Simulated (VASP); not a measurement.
Write the native input for VASP 6.6.1 that does the following.

* Task: relaxation of the atoms
* Functional: PBEsol
* Potentials or basis: VASP PAW PBE potentials, release 64 (Si)
* Cutoff: 450 eV
* k mesh: 2 × 2 × 2, shifted
* Occupations: gaussian, width 0.02 eV
* Spin: no spin polarisation
* Dipole correction: no
* Further INCAR settings: LREAL = Auto; ALGO = Normal; EDIFF = 1e-07; IBRION = 2; EDIFFG = -0.02; NSW = 80

The structure of Si (a cell with a defect) lies in POSCAR:

```
Si
1.0
   -5.4338342764      5.4338342764     -5.4338342764
    5.4338342764     -5.4338342764     -5.4338342764
   -5.4338342764     -5.4338342764      5.4338342764
Si
31
Direct
    0.5000000000      0.0000000000      0.2500000000
    0.2500000000      1.0000000000      0.5000000000
    1.0000000000      1.0000000000      0.7500000000
    0.7500000000      0.7500000000      0.2500000000
    0.7500000000      1.0000000000      1.0000000000
    0.5000000000      0.7500000000      0.5000000000
    0.2500000000      0.7500000000      0.7500000000
    0.0000000000      0.5000000000      0.2500000000
    1.0000000000      0.7500000000      1.0000000000
    0.7500000000      0.5000000000      0.5000000000
    0.5000000000      0.5000000000      0.7500000000
    0.2500000000      0.2500000000      0.2500000000
    0.2500000000      0.5000000000      0.0000000000
    1.0000000000      0.2500000000      0.5000000000
    0.7500000000      0.2500000000      0.7500000000
    0.5000000000      0.2500000000      0.0000000000
    0.7500000000      0.2500000000      0.5000000000
    0.5000000000      0.2500000000      0.7500000000
    0.2500000000      0.2500000000      0.0000000000
    0.0000000000      0.0000000000      0.5000000000
    0.0000000000      0.2500000000      0.2500000000
    0.7500000000      0.0000000000      0.7500000000
    0.2500000000      0.7500000000      0.5000000000
    0.2500000000      0.0000000000      0.2500000000
    0.0000000000      0.7500000000      0.7500000000
    0.7500000000      0.7500000000      0.0000000000
    0.5000000000      0.5000000000      0.5000000000
    0.5000000000      0.7500000000      0.2500000000
    0.2500000000      0.5000000000      0.7500000000
    0.0000000000      0.5000000000      0.0000000000
    0.7500000000      0.5000000000      0.2500000000
```

This cell differs from its parent crystal: atoms taken out.

One way to write it, as run:

INCAR

```
SYSTEM = Si
ALGO = Normal ; EDIFF = 1E-7
EDIFFG = -0.02 ; ENCUT = 450
GGA = PS ; GGA_COMPAT = .False.
IBRION = 2 ; ISIF = 2
ISMEAR = 0 ; LASPH = .True.
LCHARG = .False. ; LREAL = Auto
LWAVE = .False. ; NELM = 120
NELMIN = 4 ; NSW = 80
PREC = Accurate ; SIGMA = 0.02
```

KPOINTS

```
Automatic mesh
0
Gamma
  2 2 2
  0.5 0.5 0.5
```

Potentials or basis: VASP PAW PBE potentials, release 64 (Si).

Run with:

```bash
$ cat potpaw_PBE.64/Si/POTCAR > POTCAR
$ mpirun -np 1 vasp_std > vasp.out
```

It gave:

| Quantity | Value |
| --- | --- |
| Energy gained by relaxing | 3.2 meV/atom |
| Ionic steps | 10 |
| Pressure after relaxing | -1.6 GPa |
| Largest force after relaxing | 0.006 eV/Å |
| Band gap on the k mesh | zero (bands 62 and 63 overlap by 0.17 eV) |

Caveat: the k points lie up to 0.41 Å⁻¹ apart; the cell differs from its parent crystal (atoms taken out); the PAW data sets were made with another functional, which shifts forces and pressure a little.

Run time: 21 min on 1 thread of Intel(R) Xeon(R) Platinum 8259CL CPU @ 2.50GHz (Skylake/Cascade Lake) (shared host), peak memory 0.74 GiB.
